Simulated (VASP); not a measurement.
# V (Im-3m) in VASP: settings compared

Aim: see how the results for V move with the level of theory and the settings. Levels: revPBE+D3(BJ), PBEsol+D4. Tasks: single point.

All numbers are computed with VASP 6.6.1; they aren't measurements. Logs are shortened: lines on timing, memory, paths and dates and some standing lists are left out, and cuts for length are marked.

### Step 1. The cell of the first run

The structure is cubic, space group Im-3m (No. 229). The conventional cell has a = 3.008 Å, b = 3.008 Å, c = 3.008 Å, α = 90.00°, β = 90.00°, γ = 90.00°. V (site symmetry m-3m) has 14 V at 2.61 to 3.01 Å within 3.4 Å.

### Step 2. Single point, revPBE+D3(BJ), collinear spin, ferromagnetic start

The input, INCAR:

```
SYSTEM = V
PREC = Accurate ; ENCUT = 520
EDIFF = 1E-7 ; ISMEAR = -1
SIGMA = 0.05 ; LREAL = .FALSE.
LASPH = .TRUE. ; NELM = 150
ALGO = Normal ; ISIF = 2
LWAVE = .FALSE. ; LCHARG = .FALSE.
ISPIN = 2 ; MAGMOM = 2
LORBIT = 11 ; LMAXMIX = 4
GGA = RE ; IVDW = 12
NBANDS = 16
```

The input, KPOINTS:

```
Automatic mesh
0
G
  12 12 12
  0 0 0
```

The input, POSCAR:

```
V
1.0
   -1.5041862709      1.5041862709      1.5041862709
    1.5041862709     -1.5041862709      1.5041862709
    1.5041862709      1.5041862709     -1.5041862709
V
1
Direct
    0.0000000000      0.0000000000      0.0000000000
```

Potentials or basis: VASP PAW PBE potentials, release 64 (V_sv).

Launch:

```
cat potpaw_PBE.64/V_sv/POTCAR > POTCAR
mpirun -np 1 vasp_std > vasp.out
```

OUTCAR:

```text
SYSTEM = V
   PREC = Accurate
   ENCUT = 520
   EDIFF = 1E-7
   ISMEAR = -1
   LREAL = .FALSE.
   LASPH = .TRUE.
   NELM = 150
   ISIF = 2
   ISPIN = 2
   LORBIT = 11
   GGA = RE
   IVDW = 12
 IVDW          = 12

 ion  position               nearest neighbor table
   1  0.000  0.000  0.000-

  LATTYP: Found a body centered cubic cell.
 ALAT       =     3.0083725418

  Lattice vectors:

 A1 = (  -1.5041862709,   1.5041862709,   1.5041862709)
 A2 = (   1.5041862709,  -1.5041862709,   1.5041862709)
 A3 = (   1.5041862709,   1.5041862709,  -1.5041862709)

Analysis of symmetry for initial positions (statically):
=====================================================================
 Subroutine PRICEL returns:
 Original cell was already a primitive cell.

 Routine SETGRP: Setting up the symmetry group for a
 body centered cubic supercell.

 Subroutine GETGRP returns: Found 48 space group operations
 (whereof 48 operations were pure point group operations)
 out of a pool of 48 trial point group operations.

The static configuration has the point symmetry O_h .

Analysis of symmetry for dynamics (positions and initial velocities):
=====================================================================
 Subroutine PRICEL returns:
 Original cell was already a primitive cell.

 Routine SETGRP: Setting up the symmetry group for a
 body centered cubic supercell.

 Subroutine GETGRP returns: Found 48 space group operations
 (whereof 48 operations were pure point group operations)
 out of a pool of 48 trial point group operations.

The dynamic configuration has the point symmetry O_h .

Analysis of structural, dynamic, and magnetic symmetry:
=====================================================================
 Subroutine PRICEL returns:
 Original cell was already a primitive cell.

 Routine SETGRP: Setting up the symmetry group for a
 body centered cubic supercell.

 Subroutine GETGRP returns: Found 48 space group operations
 (whereof 48 operations were pure point group operations)
 out of a pool of 48 trial point group operations.

The overall configuration has the point symmetry O_h .

 Subroutine INISYM returns: Found 48 space group operations
 (whereof 48 operations are pure point group operations),
 and found     1 'primitive' translations

----------------------------------------------------------------------------------------

                                     Primitive cell

  volume of cell :      13.6133

  direct lattice vectors                    reciprocal lattice vectors
    -1.504186271  1.504186271  1.504186271     0.000000000  0.332405640  0.332405640
     1.504186271 -1.504186271  1.504186271     0.332405640  0.000000000  0.332405640
     1.504186271  1.504186271 -1.504186271     0.332405640  0.332405640  0.000000000

  length of vectors
     2.605327045  2.605327045  2.605327045     0.470092564  0.470092564  0.470092564

  position of ions in fractional coordinates (direct lattice)
     0.000000000  0.000000000  0.000000000

  ion indices of the primitive-cell ions
   primitive index   ion index
                 1           1

----------------------------------------------------------------------------------------

 KPOINTS: Automatic mesh

Automatic generation of k-mesh.
 Grid dimensions read from file:
 generate k-points for:   12   12   12

 Generating k-lattice:

  Cartesian coordinates                     Fractional coordinates (reciprocal lattice)
     0.000000000  0.027700470  0.027700470     0.083333333  0.000000000  0.000000000
     0.027700470  0.000000000  0.027700470     0.000000000  0.083333333  0.000000000
     0.027700470  0.027700470  0.000000000     0.000000000  0.000000000  0.083333333

  Length of vectors
     0.039174380  0.039174380  0.039174380

  Shift w.r.t. Gamma in fractional coordinates (k-lattice)
     0.000000000  0.000000000  0.000000000

 Subroutine IBZKPT returns following result:
 ===========================================

 Found     72 irreducible k-points:

 Following reciprocal coordinates:
            Coordinates               Weight
  0.000000  0.000000  0.000000      1.000000
  0.083333  0.000000  0.000000     12.000000
  0.166667  0.000000  0.000000     12.000000
  0.250000  0.000000  0.000000     12.000000
  0.333333  0.000000  0.000000     12.000000
  0.416667  0.000000  0.000000     12.000000
[... 16 lines left out ...]
  0.333333  0.083333  0.083333     24.000000
  0.416667  0.083333  0.083333     12.000000
 [... further k-points ...]
   k-points           NKPTS =     72   k-points in BZ     NKDIM =     72   number of bands    NBANDS=     16
   number of dos      NEDOS =    301   number of ions     NIONS =      1
   total plane-waves  NPLWV =   8000
   dimension x,y,z NGX =    20 NGY =   20 NGZ =   20
   dimension x,y,z NGXF=    40 NGYF=   40 NGZF=   40
   ions per type =               1
   NGX,Y,Z   is equivalent  to a cutoff of  12.76, 12.76, 12.76 a.u.
[... 38 lines left out ...]
   AEXX    =    0.0000 exact exchange contribution
   IVDW    =    12    specifies the selected vdW correction
   LEPSILON=     F    determine dielectric tensor
   LRPA    =     F    only Hartree local field effects (RPA)
 spin polarized calculation
  energy-cutoff  :      520.00
  volume of cell :       13.61
 maximum number of plane-waves:       380
   NGX =  9   NGY =  9   NGZ =  9

 number of electron      12.9999991 magnetization       0.0002456

 Free energy of the ion-electron system (eV)
  ---------------------------------------------------
  ext. energy  EPLUGINS =         0.00000000
  ---------------------------------------------------
  free energy    TOTEN  =        -8.61261230 eV

  energy without entropy =       -8.59483783  energy(sigma->0) =       -8.60372506

 E-fermi :   9.6493     XC(G=0): -12.7600

 val. band max:        9.6491521720   @ k =  -0.4167   0.5000   0.1667
 cond. band min:       9.6516704002   @ k =   0.1667   0.0000   0.0000
 fundamental gap:      0.0025182282
 Fermi energy:         9.6493222323

 spin component 1

 k-point     1 :       0.0000    0.0000    0.0000
  band No.  band energies     occupation
      1     -54.1744      1.00000
      2     -27.4423      1.00000
      3     -27.4423      1.00000
      4     -27.4423      1.00000
      5       3.0859      1.00000
      6      10.0725      0.00021
[... 8 lines left out ...]
     15      36.9781      0.00000
     16      41.1908      0.00000

 k-point     2 :       0.0833    0.0000    0.0000
  band No.  band energies     occupation
      1     -54.1620      1.00000
      2     -27.5027      1.00000
      3     -27.4608      1.00000
      4     -27.4427      1.00000
      5       3.3620      1.00000
      6       9.9564      0.00215
[... 8 lines left out ...]
     15      37.4445      0.00000
     16      38.8774      0.00000
[... 387 lines left out ...]
      5       6.9560      1.00000
      6       8.5393      1.00000
[... 8 lines left out ...]
     15      38.5992      0.00000
     16      39.7480      0.00000

 k-point    24 :       0.4167    0.0833    0.0833
  band No.  band energies     occupation
      1     -53.9827      1.00000
      2     -28.2480      1.00000
      3     -27.7529      1.00000
      4     -27.5043      1.00000
      5       6.9670      1.00000
      6       8.4644      1.00000
[... 8 lines left out ...]
     15      38.8302      0.00000
     16      39.1469      0.00000

 [... further k-points ...]

 spin component 2

 k-point     1 :       0.0000    0.0000    0.0000
  band No.  band energies     occupation
      1     -54.1742      1.00000
      2     -27.4421      1.00000
      3     -27.4421      1.00000
      4     -27.4421      1.00000
      5       3.0861      1.00000
      6      10.0727      0.00021
[... 8 lines left out ...]
     15      36.9782      0.00000
     16      41.1911      0.00000

 k-point     2 :       0.0833    0.0000    0.0000
  band No.  band energies     occupation
      1     -54.1618      1.00000
      2     -27.5025      1.00000
      3     -27.4606      1.00000
      4     -27.4425      1.00000
      5       3.3621      1.00000
      6       9.9566      0.00214
[... 8 lines left out ...]
     15      37.4447      0.00000
     16      38.8776      0.00000
[... 387 lines left out ...]
      5       6.9561      1.00000
      6       8.5395      1.00000
[... 8 lines left out ...]
     15      38.5994      0.00000
     16      39.7482      0.00000

 k-point    24 :       0.4167    0.0833    0.0833
  band No.  band energies     occupation
      1     -53.9825      1.00000
      2     -28.2478      1.00000
      3     -27.7527      1.00000
      4     -27.5041      1.00000
      5       6.9672      1.00000
      6       8.4646      1.00000
[... 8 lines left out ...]
     15      38.8304      0.00000
     16      39.1471      0.00000

 [... further k-points ...]

------------------------ aborting loop because EDIFF is reached ----------------------------------------

 Edisp (eV)   -1.26007

 E8    (eV) :    -0.9093

  FORCE on cell =-STRESS in cart. coord.  units (eV):
  Direction    XX          YY          ZZ          XY          YZ          ZX
  --------------------------------------------------------------------------------------
  -------------------------------------------------------------------------------------
  Total      -1.20963    -1.20963    -1.20963    -0.00000    -0.00000     0.00000
  in kB    -142.36379  -142.36379  -142.36379    -0.00000    -0.00000     0.00000
  external pressure =     -142.36 kB  Pullay stress =        0.00 kB

 VOLUME and BASIS-vectors are now :
 -----------------------------------------------------------------------------
  energy-cutoff  :      520.00
  volume of cell :       13.61
      direct lattice vectors                 reciprocal lattice vectors
    -1.504186271  1.504186271  1.504186271     0.000000000  0.332405640  0.332405640
     1.504186271 -1.504186271  1.504186271     0.332405640  0.000000000  0.332405640
     1.504186271  1.504186271 -1.504186271     0.332405640  0.332405640  0.000000000

 POSITION                                       TOTAL-FORCE (eV/Angst)
 -----------------------------------------------------------------------------------
      0.00000      0.00000      0.00000        -0.000000     -0.000000     -0.000000
 -----------------------------------------------------------------------------------
    total drift:                                0.000000     -0.000000      0.000000

  FREE ENERGIE OF THE ION-ELECTRON SYSTEM (eV)
  ---------------------------------------------------
  free  energy   TOTEN  =        -9.8726797212 eV

  energy  without entropy=       -9.8549052476  energy(sigma->0) =       -9.86379248

 total charge

# of ion       s       p       d       tot
------------------------------------------
    1        2.337   6.219   3.071  11.627

 magnetization (x)

# of ion       s       p       d       tot
------------------------------------------
    1        0.000   0.000   0.000   0.000
```

Run time: 19 s. Hardware: 1 thread of Intel Xeon 6975P-C (Granite Rapids), shared host; peak memory 0.15 GiB.

Results:

* Free energy: -9.8727 eV
* Pressure: -14.2 GPa
* Net moment: 0.00 μB per cell
* Valence electrons inside the program's atomic spheres: V 11.63
* Dispersion energy per atom: -1.260 eV

Caveat: the PAW data sets were made with another functional, which shifts forces and pressure a little; pairwise dispersion overbinds metals, which lowers pressure and volume.

### Step 3. Single point, PBEsol+D4, collinear spin, ferromagnetic start

This run uses another cell than the first one, of 13.89 Å³/atom, 1.020 times its volume.

The input, INCAR:

```
ALGO = Fast ; EDIFF = 1E-7
ENCUT = 520 ; GGA = PS
ISIF = 2 ; ISMEAR = -1
ISPIN = 2 ; IVDW = 13
LASPH = True ; LCHARG = False
LMAXMIX = 4 ; LORBIT = 11
LREAL = False ; LWAVE = False
MAGMOM = 2 ; NBANDS = 16
NELM = 150 ; PREC = Accurate
SIGMA = 0.05
```

The input, KPOINTS:

```
k-points
0
Gamma
  12 12 12
```

The input, POSCAR:

```
V
1.0
   -1.5143500000      1.5143500000      1.5143500000
    1.5143500000     -1.5143500000      1.5143500000
    1.5143500000      1.5143500000     -1.5143500000
V
1
Direct
    0.0000000000      0.0000000000      0.0000000000
```

Potentials or basis: VASP PAW PBE potentials, release 64 (V_sv).

Launch:

```
cat potpaw_PBE.64/V_sv/POTCAR > POTCAR
mpirun -np 1 vasp_std > vasp.out
```

Wall time 20 s (1 thread of Intel Xeon 6975P-C (Granite Rapids), shared host); peak memory 0.14 GiB.

It converged, with:

| Item | Value |
| --- | --- |
| Free energy | -9.7847 eV |
| Pressure | -13.8 GPa |
| Net moment | 0.00 μB per cell |
| Valence electrons inside the program's atomic spheres | V 11.61 |
| Dispersion energy per atom | -0.184 eV |

Levels at points of the mesh, in eV from the Fermi level:
Spin up:
```tsv
k point	band 3	band 4	band 5	band 6	band 7	band 8	band 9	band 10
(0.00, 0.00, 0.00)	-36.95	-36.95	-6.52	0.41	0.41	0.41	2.34	2.34
(0.50, 0.00, 0.00)	-37.21	-36.96	-3.07	-1.07	1.55	2.34	2.68	3.99
(0.50, 0.50, 0.50)	-37.52	-37.52	-2.86	-2.86	3.61	3.61	3.61	9.90
```
Spin down:
| k point | band 3 | band 4 | band 5 | band 6 | band 7 | band 8 | band 9 | band 10 |
| --- | --- | --- | --- | --- | --- | --- | --- | --- |
| (0.00, 0.00, 0.00) | -36.95 | -36.95 | -6.52 | 0.41 | 0.41 | 0.41 | 2.34 | 2.34 |
| (0.50, 0.00, 0.00) | -37.21 | -36.96 | -3.07 | -1.07 | 1.55 | 2.34 | 2.68 | 3.99 |
| (0.50, 0.50, 0.50) | -37.52 | -37.52 | -2.86 | -2.86 | 3.61 | 3.61 | 3.61 | 9.90 |

Caveat: the PAW data sets were made with another functional, which shifts forces and pressure a little; pairwise dispersion overbinds metals, which lowers pressure and volume.

### Step 4. Single point, revPBE+D3(BJ), collinear spin, ferromagnetic start

This run uses another cell than the first one, of 13.89 Å³/atom, 1.020 times its volume.

The input, INCAR:

```
PREC = Accurate
ENCUT = 520
EDIFF = 1E-7
ISMEAR = -1
SIGMA = 0.05
LREAL = False
LASPH = True
NELM = 150
ALGO = Normal
ISIF = 2
LWAVE = False
LCHARG = False
ISPIN = 2
MAGMOM = 2
LORBIT = 11
LMAXMIX = 4
GGA = RE
IVDW = 12
NBANDS = 16
```

The input, KPOINTS:

```
Automatic mesh
0
Gamma
  12 12 12
```

POSCAR is that of step 3.

Launch:

```
cat potpaw_PBE.64/V_sv/POTCAR > POTCAR
mpirun -np 1 vasp_std > vasp.out
```

Run time: 19 s. Hardware: 1 thread of Intel Xeon 6975P-C (Granite Rapids), shared host; peak memory 0.15 GiB.

Results (log left out):

* Free energy: -9.8456 eV
* Pressure: -17.1 GPa
* Net moment: 0.00 μB per cell
* Valence electrons inside the program's atomic spheres: V 11.59
* Dispersion energy per atom: -1.234 eV

Levels at points of the mesh, in eV from the Fermi level:
Spin up:
| k point | band 4 | band 5 | band 6 | band 7 | band 8 | band 9 |
| --- | --- | --- | --- | --- | --- | --- |
| (0.00, 0.00, 0.00) | -37.15 | -6.52 | 0.42 | 0.42 | 0.42 | 2.35 |
| (0.50, 0.00, 0.00) | -37.16 | -3.06 | -1.06 | 1.52 | 2.34 | 2.69 |
| (0.50, 0.50, 0.50) | -37.71 | -2.85 | -2.85 | 3.58 | 3.58 | 3.58 |
Spin down:
```csv
k point,band 3,band 4,band 5,band 6,band 7,band 8,band 9,band 10
"(0.00, 0.00, 0.00)",-37.15,-37.15,-6.52,0.42,0.42,0.42,2.35,2.35
"(0.50, 0.00, 0.00)",-37.40,-37.16,-3.06,-1.06,1.52,2.34,2.69,3.95
"(0.50, 0.50, 0.50)",-37.71,-37.71,-2.85,-2.85,3.58,3.58,3.58,9.93
```

Caveat: the PAW data sets were made with another functional, which shifts forces and pressure a little; pairwise dispersion overbinds metals, which lowers pressure and volume.

### Step 5. Single point, PBEsol+D4, collinear spin, ferromagnetic start

This run uses another cell than the first one, of 14.17 Å³/atom, 1.041 times its volume.

The input, INCAR:

```
  PREC = Accurate
  ENCUT = 520
  EDIFF = 1E-6
  ISMEAR = -1
  SIGMA = 0.05
  LREAL = False
  LASPH = True
  NELM = 150
  ALGO = Normal
  ISIF = 2
  LWAVE = False
  LCHARG = False
  ISPIN = 2
  MAGMOM = 2
  LORBIT = 11
  LMAXMIX = 4
  GGA = PS
  IVDW = 13
  NBANDS = 16
```

KPOINTS is that of step 4.

The input, POSCAR:

```
V
1.0
   -1.5243791002      1.5243791002      1.5243791002
    1.5243791002     -1.5243791002      1.5243791002
    1.5243791002      1.5243791002     -1.5243791002
V
1
Direct
    0.0000000000      0.0000000000      0.0000000000
```

Launch:

```
cat potpaw_PBE.64/V_sv/POTCAR > POTCAR
mpirun -np 1 vasp_std > vasp.out
```

It took 18 s on 1 thread of Intel Xeon 6975P-C (Granite Rapids), shared host; peak memory 0.14 GiB.

Results (log left out):

| Property | Result |
| --- | --- |
| Free energy | -9.7584 eV |
| Pressure | -16.6 GPa |
| Net moment | 0.00 μB per cell |
| Valence electrons inside the program's atomic spheres | V 11.57 |
| Dispersion energy per atom | -0.181 eV |

Levels at points of the mesh, in eV from the Fermi level:
Spin up:
| k point | band 4 | band 5 | band 6 | band 7 | band 8 | band 9 |
| --- | --- | --- | --- | --- | --- | --- |
| (0.00, 0.00, 0.00) | -37.01 | -6.48 | 0.41 | 0.41 | 0.41 | 2.29 |
| (0.50, 0.00, 0.00) | -37.01 | -3.01 | -1.03 | 1.48 | 2.28 | 2.61 |
| (0.50, 0.50, 0.50) | -37.54 | -2.78 | -2.78 | 3.51 | 3.51 | 3.51 |
Spin down:
```csv
k point,band 2,band 3,band 4,band 5,band 6,band 7,band 8,band 9,band 10,band 11
"(0.00, 0.00, 0.00)",-37.01,-37.01,-37.01,-6.48,0.41,0.41,0.41,2.29,2.29,20.10
"(0.50, 0.00, 0.00)",-37.78,-37.25,-37.01,-3.01,-1.03,1.48,2.28,2.61,3.88,9.56
"(0.50, 0.50, 0.50)",-37.54,-37.54,-37.54,-2.78,-2.78,3.51,3.51,3.51,9.72,9.72
```

Caveat: the PAW data sets were made with another functional, which shifts forces and pressure a little; pairwise dispersion overbinds metals, which lowers pressure and volume.

### Step 6. Single point, revPBE+D3(BJ), collinear spin, ferromagnetic start

This run uses another cell than the first one, of 14.17 Å³/atom, 1.041 times its volume.

The input, INCAR:

```
SYSTEM = V
PREC = Accurate
ENCUT = 520
EDIFF = 1E-6
ISMEAR = -1
SIGMA = 0.05
LREAL = .False.
LASPH = .True.
NELM = 150
ALGO = Normal
ISIF = 2
LWAVE = .False.
LCHARG = .False.
ISPIN = 2
MAGMOM = 2
LORBIT = 11
LMAXMIX = 4
GGA = RE
IVDW = 12
NBANDS = 16
```

The input, KPOINTS:

```
regular mesh
0
Gamma
  12 12 12
  0 0 0
```

POSCAR is that of step 5.

Potentials or basis: VASP PAW PBE potentials, release 64 (V_sv).

Launch:

```
cat potpaw_PBE.64/V_sv/POTCAR > POTCAR
mpirun -np 1 vasp_std > vasp.out
```

It took 20 s on 1 thread of Intel Xeon 6975P-C (Granite Rapids), shared host; peak memory 0.15 GiB.

It converged, with:

```yaml
Free_energy: -9.8138 eV
Pressure: -19.7 GPa
Net_moment: 0.00 μB per cell
Valence_electrons_inside_the_program's_atomic_spheres: V 11.56
Dispersion_energy_per_atom: -1.208 eV
```

Levels at points of the mesh, in eV from the Fermi level:
Spin up:
```
           k point  band 2  band 3  band 4  band 5  band 6  band 7  band 8  band 9  band 10  band 11
(0.00, 0.00, 0.00)  -37.21  -37.21  -37.21   -6.47    0.41    0.41    0.41    2.30     2.30    20.08
(0.50, 0.00, 0.00)  -37.97  -37.45  -37.21   -3.00   -1.03    1.46    2.29    2.62     3.85     9.56
(0.50, 0.50, 0.50)  -37.73  -37.73  -37.73   -2.76   -2.76    3.49    3.49    3.49     9.75     9.75
```
Spin down:
```tsv
k point	band 4	band 5	band 6	band 7	band 8	band 9
(0.00, 0.00, 0.00)	-37.21	-6.47	0.41	0.41	0.41	2.30
(0.50, 0.00, 0.00)	-37.21	-3.00	-1.03	1.46	2.29	2.62
(0.50, 0.50, 0.50)	-37.73	-2.76	-2.76	3.49	3.49	3.49
```

Caveat: the PAW data sets were made with another functional, which shifts forces and pressure a little; pairwise dispersion overbinds metals, which lowers pressure and volume.

### Step 7. Overview

| level | cell | gap on the mesh (eV) | pressure (GPa) | moment (μB) |
| --- | --- | --- | --- | --- |
| revPBE+D3(BJ) | a = 2.605 Å, angles 109.5°, 1 atom | none | -14.2 | 0.00 |
| PBEsol+D4 | a = 2.623 Å, angles 109.5°, 1 atom | none | -13.8 | 0.00 |
| revPBE+D3(BJ) | a = 2.623 Å, angles 109.5°, 1 atom | none | -17.1 | 0.00 |
| PBEsol+D4 | a = 2.640 Å, angles 109.5°, 1 atom | none | -16.6 | 0.00 |
| revPBE+D3(BJ) | a = 2.640 Å, angles 109.5°, 1 atom | none | -19.7 | 0.00 |

Alike in all rows: task single point; potentials or basis VASP PAW PBE potentials, release 64 (V_sv); spin collinear, ferromagnetic start; k mesh 12 × 12 × 12; cutoff (eV) 520; smearing fermi-dirac 0.05 eV.

Caveats: the PAW data sets were made with another functional, which shifts forces and pressure a little; pairwise dispersion overbinds metals, which lowers pressure and volume.

Total energies depend on the potentials used, so only differences within one code and one set of settings carry meaning.
